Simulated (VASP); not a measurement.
# GaF (Pm-3m) in VASP: further runs

GaF is run at these levels: PBE, HF; tasks: single point, relaxation of cell and atoms.

Everything below comes from runs of VASP 6.6.1. Logs are shortened: lines on timing, memory, paths and dates and some standing lists are left out, and cuts for length are marked.

## 1. The cell of the first run

The structure is cubic, space group Pm-3m (No. 221). The conventional cell has a = 3.166 Å, b = 3.166 Å, c = 3.166 Å, α = 90.00°, β = 90.00°, γ = 90.00°. Within 3.6 Å of Ga (site symmetry m-3m) lie 8 F at 2.74 Å and 6 Ga at 3.17 Å. F (site symmetry m-3m) has 8 Ga at 2.74 Å and 6 F at 3.17 Å within 3.6 Å.

## 2. Single point, PBE

The input, INCAR:

```
SYSTEM = GaF
  ALGO = Normal
  EDIFF = 1E-7
  ENCUT = 520
  GGA = PE
  ISIF = 2
  ISMEAR = -1
  LASPH = .True.
  LCHARG = .False.
  LREAL = .False.
  LWAVE = .False.
  NBANDS = 17
  NELM = 80
  PREC = Accurate
  SIGMA = 0.04
```

The input, KPOINTS:

```
k-points
0
Gamma
  5 5 5
  0 0 0
```

The input, POSCAR:

```
GaF
1.0
    3.1659200000      0.0000000000      0.0000000000
    0.0000000000      3.1659200000      0.0000000000
    0.0000000000      0.0000000000      3.1659200000
Ga F
1 1
Direct
    0.0000000000      0.0000000000      0.0000000000
    0.5000000000      0.5000000000      0.5000000000
```

Potentials or basis: VASP PAW PBE potentials, release 64 (Ga_d, F).

Started as:

```bash
$ cat potpaw_PBE.64/Ga_d/POTCAR potpaw_PBE.64/F/POTCAR > POTCAR
$ mpirun -np 1 vasp_std > vasp.out
```

OUTCAR:

```text
SYSTEM = GaF
   EDIFF = 1E-7
   ENCUT = 520
   GGA = PE
   ISIF = 2
   ISMEAR = -1
   LASPH = .True.
   LREAL = .False.
   NELM = 80
   PREC = Accurate

 ion  position               nearest neighbor table
   1  0.000  0.000  0.000-
   2  0.500  0.500  0.500-

  LATTYP: Found a simple cubic cell.
 ALAT       =     3.1659200000

  Lattice vectors:

 A1 = (   3.1659200000,   0.0000000000,   0.0000000000)
 A2 = (   0.0000000000,   3.1659200000,   0.0000000000)
 A3 = (   0.0000000000,   0.0000000000,   3.1659200000)

Analysis of symmetry for initial positions (statically):
=====================================================================
 Subroutine PRICEL returns:
 Original cell was already a primitive cell.

 Routine SETGRP: Setting up the symmetry group for a
 simple cubic supercell.

 Subroutine GETGRP returns: Found 48 space group operations
 (whereof 48 operations were pure point group operations)
 out of a pool of 48 trial point group operations.

The static configuration has the point symmetry O_h .

Analysis of symmetry for dynamics (positions and initial velocities):
=====================================================================
 Subroutine PRICEL returns:
 Original cell was already a primitive cell.

 Routine SETGRP: Setting up the symmetry group for a
 simple cubic supercell.

 Subroutine GETGRP returns: Found 48 space group operations
 (whereof 48 operations were pure point group operations)
 out of a pool of 48 trial point group operations.

The dynamic configuration has the point symmetry O_h .

 Subroutine INISYM returns: Found 48 space group operations
 (whereof 48 operations are pure point group operations),
 and found     1 'primitive' translations

----------------------------------------------------------------------------------------

                                     Primitive cell

  volume of cell :      31.7322

  direct lattice vectors                    reciprocal lattice vectors
     3.165920000  0.000000000  0.000000000     0.315863951  0.000000000  0.000000000
     0.000000000  3.165920000  0.000000000     0.000000000  0.315863951  0.000000000
     0.000000000  0.000000000  3.165920000     0.000000000  0.000000000  0.315863951

  length of vectors
     3.165920000  3.165920000  3.165920000     0.315863951  0.315863951  0.315863951

  position of ions in fractional coordinates (direct lattice)
[... 60 lines left out ...]
   LSORBIT =      F    spin-orbit coupling
   LASPH  =      T    aspherical Exc in radial PAW
   ENCUT  =  520.0 eV  38.22 Ry    6.18 a.u.   5.89  5.89  5.89*2*pi/ulx,y,z
   NELM   =     80;   NELMIN=  2; NELMDL= -5     # of ELM steps
   EDIFF  = 0.1E-06   stopping-criterion for ELM
   LREAL  =      F    real-space projection
   EDIFFG = 0.1E-05   stopping-criterion for IOM
   NSW    =      0    number of steps for IOM
   IBRION =     -1    ionic relax: 0-MD 1-quasi-New 2-CG
   NFREE  =      0    steps in history (QN), initial steepest desc. (CG)
   ISIF   =      2    stress and relaxation
   ISYM   =      2    0-nonsym 1-usesym 2-fastsym
   POTIM  = 0.5000    time-step for ionic-motion
   TEBEG  =    0.0;   TEEND  =   0.0 temperature during run
   PSTRESS=    0.0 pullay stress
   NELECT =      20.0000    total number of electrons
   NUPDOWN=      -1.0000    fix difference up-down
   EMIN   =  10.00;   EMAX   =-10.00  energy-range for DOS
   EFERMI =   0.00;   METHOD = LEGACY
   ISMEAR =    -1;   SIGMA  =   0.04  broadening in eV -4-tet -1-fermi 0-gaus
   EFERMI_NEDOS =   21; number of points for ismear=-14 and -15
   IALGO  =     38    algorithm
   IMIX   =      4    mixing-type and parameters
     AMIX     =   0.40;   BMIX     =  1.00
     AMIX_MAG =   1.60;   BMIX_MAG =  1.00
  volume/ion in A,a.u.               =      15.87       107.07
  Fermi-wavevector in a.u.,A,eV,Ry     =   1.403627  2.652469 26.805754  1.970167
  Thomas-Fermi vector in A             =   2.526269
   LORBIT       =      0    0 simple, 1 ext, 2 COOP (PROOUT), +10 PAW based schemes
   GGA     = PE    functional components
   LHFCALC =     F    Hartree Fock is set to
   AEXX    =    0.0000 exact exchange contribution
   IVDW    =     0    specifies the selected vdW correction
   LEPSILON=     F    determine dielectric tensor
   LRPA    =     F    only Hartree local field effects (RPA)
 non-spin polarized calculation
  energy-cutoff  :      520.00
  volume of cell :       31.73
 maximum number of plane-waves:       867
 NGX is ok and might be reduce to    24
   NGX = 11   NGY = 11   NGZ = 11

 number of electron      19.9999980 magnetization

 Free energy of the ion-electron system (eV)
  ---------------------------------------------------
  ext. energy  EPLUGINS =         0.00000000
  ---------------------------------------------------
  free energy    TOTEN  =        -7.44332473 eV

  energy without entropy =       -7.44332473  energy(sigma->0) =       -7.44332473

 E-fermi :   2.5478     XC(G=0): -10.0856

 val. band max:        1.5515186279   @ k =   0.4000   0.4000   0.4000
 cond. band min:       3.8927891011   @ k =   0.4000   0.0000   0.0000
 fundamental gap:      2.3412704732
 Fermi energy:         2.5477682443

 k-point     1 :       0.0000    0.0000    0.0000
  band No.  band energies     occupation
      1     -19.6599      2.00000
      2     -11.7375      2.00000
      3     -11.7375      2.00000
      4     -11.5700      2.00000
      5     -11.5700      2.00000
      6     -11.5700      2.00000
[... 177 lines left out ...]
      4     -11.6549      2.00000
      5     -11.5502      2.00000
      6     -11.5502      2.00000
[... 9 lines left out ...]
     16      14.8145      0.00000
     17      24.0519      0.00000

------------------------ aborting loop because EDIFF is reached ----------------------------------------

  FORCE on cell =-STRESS in cart. coord.  units (eV):
  Direction    XX          YY          ZZ          XY          YZ          ZX
  --------------------------------------------------------------------------------------
  -------------------------------------------------------------------------------------
  Total       -0.0698408     -0.0698408     -0.0698408     -0.0000000      0.0000000      0.0000000
  in kB       -3.5263039     -3.5263039     -3.5263039     -0.0000000      0.0000000      0.0000000
  external PRESSURE =      -3.5263039 kB  Pullay stress =       0.0000000 kB

 VOLUME and BASIS-vectors are now :
 -----------------------------------------------------------------------------
  energy-cutoff  :      520.00
  volume of cell :       31.73
      direct lattice vectors                 reciprocal lattice vectors
     3.165920000  0.000000000  0.000000000     0.315863951  0.000000000  0.000000000
     0.000000000  3.165920000  0.000000000     0.000000000  0.315863951  0.000000000
     0.000000000  0.000000000  3.165920000     0.000000000  0.000000000  0.315863951

 POSITION                                       TOTAL-FORCE (eV/Angst)
 -----------------------------------------------------------------------------------
      0.00000      0.00000      0.00000         0.000000      0.000000      0.000000
      1.58296      1.58296      1.58296         0.000000      0.000000      0.000000
 -----------------------------------------------------------------------------------
    total drift:                                0.000000      0.000000     -0.000000

  FREE ENERGIE OF THE ION-ELECTRON SYSTEM (eV)
  ---------------------------------------------------
  free  energy   TOTEN  =        -7.4433247269 eV

  energy  without entropy=       -7.4433247269  energy(sigma->0) =       -7.44332473
```

OSZICAR:

```text
N       E                     dE             d eps       ncg     rms          rms(c)
DAV:   1     0.113084104074E+03    0.11308E+03   -0.10789E+04   372   0.194E+03
DAV:   2     0.387036208121E+00   -0.11270E+03   -0.10575E+03   364   0.343E+02
DAV:   3    -0.842306193849E+01   -0.88101E+01   -0.87792E+01   408   0.833E+01
DAV:   4    -0.852465193519E+01   -0.10159E+00   -0.10156E+00   375   0.916E+00
DAV:   5    -0.852604556289E+01   -0.13936E-02   -0.13935E-02   438   0.104E+00    0.570E+00
DAV:   6    -0.750868766930E+01    0.10174E+01   -0.39303E+00   380   0.161E+01    0.241E+00
DAV:   7    -0.746382284178E+01    0.44865E-01   -0.28005E-01   355   0.389E+00    0.101E+00
DAV:   8    -0.744473695092E+01    0.19086E-01   -0.85561E-02   371   0.245E+00    0.324E-01
DAV:   9    -0.744309349654E+01    0.16435E-02   -0.60337E-03   409   0.570E-01    0.813E-02
DAV:  10    -0.744335042702E+01   -0.25693E-03   -0.26434E-04   359   0.184E-01    0.319E-02
DAV:  11    -0.744332431732E+01    0.26110E-04   -0.66375E-05   391   0.880E-02    0.568E-03
DAV:  12    -0.744332515335E+01   -0.83603E-06   -0.52682E-06   385   0.197E-02    0.546E-03
DAV:  13    -0.744332475905E+01    0.39431E-06   -0.10757E-06   373   0.813E-03    0.133E-03
DAV:  14    -0.744332472687E+01    0.32172E-07   -0.12148E-07   243   0.263E-03
   1 F= -.74433247E+01 E0= -.74433247E+01  d E =-.202874E-11
```

It took 2.8 s on 1 thread of AMD EPYC 9R45 (Zen 5), shared host; peak memory 0.11 GiB.

Results:

- Free energy: -7.4433 eV
- Pressure: -0.4 GPa
- Band gap on the k mesh: 2.34 eV (least direct gap 2.80 eV)

Caveat: an odd mesh through Γ misses points on the zone boundary, where band edges can lie.

## 3. Relaxation of cell and atoms, HF

POSCAR is that of step 2.

The input, INCAR.step1:

```
  PREC = Accurate
  ENCUT = 600
  EDIFF = 1E-5
  ISMEAR = -1
  SIGMA = 0.05
  LREAL = F
  LASPH = T
  NELM = 100
  ALGO = Normal
  LWAVE = T
  LCHARG = F
  GGA = PE
  NBANDS = 17
```

The input, INCAR.step2:

```
  PREC = Accurate
  ENCUT = 600
  EDIFF = 1E-6
  ISMEAR = -1
  SIGMA = 0.05
  LREAL = F
  LASPH = T
  NELM = 100
  ALGO = Normal
  ISIF = 3
  LWAVE = F
  LCHARG = F
  GGA = PE
  LHFCALC = T
  AEXX = 1.0
  ALDAC = 0.0
  AGGAC = 0.0
  PRECFOCK = Normal
  IBRION = 2
  NSW = 60
  EDIFFG = -0.01
  ISTART = 1
```

The input, KPOINTS:

```
regular mesh
0
Gamma
  4 4 4
```

Potentials or basis: VASP PAW PBE potentials, release 64 (Ga_d, F).

Started as:

```bash
$ cat potpaw_PBE.64/Ga_d/POTCAR potpaw_PBE.64/F/POTCAR > POTCAR
$ cp INCAR.step1 INCAR
$ mpirun -np 1 vasp_std > vasp.out
$ cp INCAR.step2 INCAR
$ mpirun -np 1 vasp_std > vasp.out
```

OUTCAR:

```text
PREC = Accurate
   ENCUT = 600
   EDIFF = 1E-6
   ISMEAR = -1
   LREAL = F
   LASPH = T
   NELM = 100
   ISIF = 3
   GGA = PE
   LHFCALC = T
   AEXX = 1.0
   PRECFOCK = Normal
   IBRION = 2
   NSW = 60
   EDIFFG = -0.01
   ISTART = 1

 ion  position               nearest neighbor table
   1  0.000  0.000  0.000-
   2  0.500  0.500  0.500-

  LATTYP: Found a simple cubic cell.
 ALAT       =     3.1659200000

  Lattice vectors:

 A1 = (   3.1659200000,   0.0000000000,   0.0000000000)
 A2 = (   0.0000000000,   3.1659200000,   0.0000000000)
 A3 = (   0.0000000000,   0.0000000000,   3.1659200000)

Analysis of symmetry for initial positions (statically):
=====================================================================
 Subroutine PRICEL returns:
 Original cell was already a primitive cell.

 Routine SETGRP: Setting up the symmetry group for a
[... 217 lines left out ...]
      9      -7.7904      2.00000
     10      -7.7904      2.00000
     11      15.4391      0.00000
     12      15.4391      0.00000
     13      15.4391      0.00000
     14      16.4789      0.00000
[... 222 lines left out ...]
--------------------------------------- Ionic step        4  -------------------------------------------

 number of electron      20.0000013 magnetization

 Free energy of the ion-electron system (eV)
  ---------------------------------------------------
  ext. energy  EPLUGINS =         0.00000000
  ---------------------------------------------------
  free energy    TOTEN  =       -16.64533373 eV

  energy without entropy =      -16.64533373  energy(sigma->0) =      -16.64533373

 E-fermi :  -0.0970     XC(G=0):   0.0000

 val. band max:       -1.1298407618   @ k =   0.5000   0.5000   0.5000
 cond. band min:       5.8447022461   @ k =   0.5000   0.0000   0.0000
 fundamental gap:      6.9745430079
 Fermi energy:        -0.0969526245

 k-point     1 :       0.0000    0.0000    0.0000
  band No.  band energies     occupation
      1     -32.7268      2.00000
      2     -25.4220      2.00000
      3     -25.4220      2.00000
      4     -25.3564      2.00000
      5     -25.3564      2.00000
      6     -25.3564      2.00000
      7      -8.2141      2.00000
      8      -7.9801      2.00000
      9      -7.9801      2.00000
     10      -7.9801      2.00000
     11      14.4303      0.00000
     12      14.4303      0.00000
     13      14.4303      0.00000
     14      15.7519      0.00000
[... 180 lines left out ...]
  FREE ENERGIE OF THE ION-ELECTRON SYSTEM (eV)
  ---------------------------------------------------
  free  energy   TOTEN  =       -16.6453337255 eV

  energy  without entropy=      -16.6453337254  energy(sigma->0) =      -16.64533373

 reached required accuracy - stopping structural energy minimisation
```

OUTCAR.step1:

```text
PREC = Accurate
   ENCUT = 600
   EDIFF = 1E-5
   ISMEAR = -1
   LREAL = F
[... 404 lines left out ...]
      0.00000      0.00000      0.00000         0.000000      0.000000      0.000000
      1.58296      1.58296      1.58296         0.000000      0.000000      0.000000
 -----------------------------------------------------------------------------------
    total drift:                                0.000000      0.000000      0.000000

  FREE ENERGIE OF THE ION-ELECTRON SYSTEM (eV)
  ---------------------------------------------------
  free  energy   TOTEN  =        -7.4064681541 eV

  energy  without entropy=       -7.4056637218  energy(sigma->0) =       -7.40606594
```

OSZICAR.step1:

```text
N       E                     dE             d eps       ncg     rms          rms(c)
DAV:   1     0.144744400665E+03    0.14474E+03   -0.11552E+04   349   0.212E+03
DAV:   2     0.404299437415E+01   -0.14070E+03   -0.13050E+03   388   0.406E+02
DAV:   3    -0.830841939515E+01   -0.12351E+02   -0.12287E+02   378   0.998E+01
DAV:   4    -0.848597054028E+01   -0.17755E+00   -0.17749E+00   357   0.123E+01
DAV:   5    -0.848896964421E+01   -0.29991E-02   -0.29990E-02   429   0.145E+00    0.569E+00
DAV:   6    -0.746719429832E+01    0.10218E+01   -0.38573E+00   382   0.160E+01    0.238E+00
DAV:   7    -0.742512929602E+01    0.42065E-01   -0.26771E-01   346   0.386E+00    0.102E+00
DAV:   8    -0.740779715685E+01    0.17332E-01   -0.81791E-02   372   0.246E+00    0.327E-01
DAV:   9    -0.740621958208E+01    0.15776E-02   -0.66162E-03   353   0.580E-01    0.105E-01
DAV:  10    -0.740649403949E+01   -0.27446E-03   -0.39953E-04   353   0.224E-01    0.332E-02
DAV:  11    -0.740646748847E+01    0.26551E-04   -0.68844E-05   380   0.900E-02    0.640E-03
DAV:  12    -0.740646815411E+01   -0.66563E-06   -0.47392E-06   228   0.199E-02
   1 F= -.74064682E+01 E0= -.74060659E+01  d E =-.804432E-03
```

It took 46 min on 1 thread of Oxide Virtual Turin-like, shared host; peak memory 0.15 GiB.

What came out:

| Item | Value |
| --- | --- |
| Free energy | -16.6453 eV |
| Relaxed volume | 18.68 Å³/atom |
| Relaxed cell | a = 3.343 Å, b = 3.343 Å, c = 3.343 Å, α = 90.00°, β = 90.00°, γ = 90.00° |
| Space group after relaxing (to 0.1 Å) | Pm-3m (No. 221) |
| Energy gained by relaxing | 52.7 meV/atom |
| Ionic steps | 4 |
| Pressure after relaxing | 0.0 GPa |
| Band gap on the k mesh | 6.97 eV (least direct gap 9.19 eV) |

The path:
```
step  energy change (eV)  largest force (eV/Å)  pressure (GPa)  volume (Å³)
   1              0.0000                0.0000            6.98        31.73
   2             -0.0905                0.0000            2.20        35.01
   3             -0.1050                0.0000           -0.31        37.72
   4             -0.1054                0.0000            0.03        37.35
```

Final structure:
```
CELL_PARAMETERS angstrom
3.34276 0.00000 0.00000
0.00000 3.34276 0.00000
0.00000 0.00000 3.34276
ATOMIC_POSITIONS crystal
Ga 0.00000 0.00000 0.00000
F 0.50000 0.50000 0.50000
```

Caveat: the k points lie up to 0.47 Å⁻¹ apart in the final cell; the volume moved by over 15 % at a fixed basis, so the end points are rough; the PAW data sets were made with another functional, which shifts forces and pressure a little.
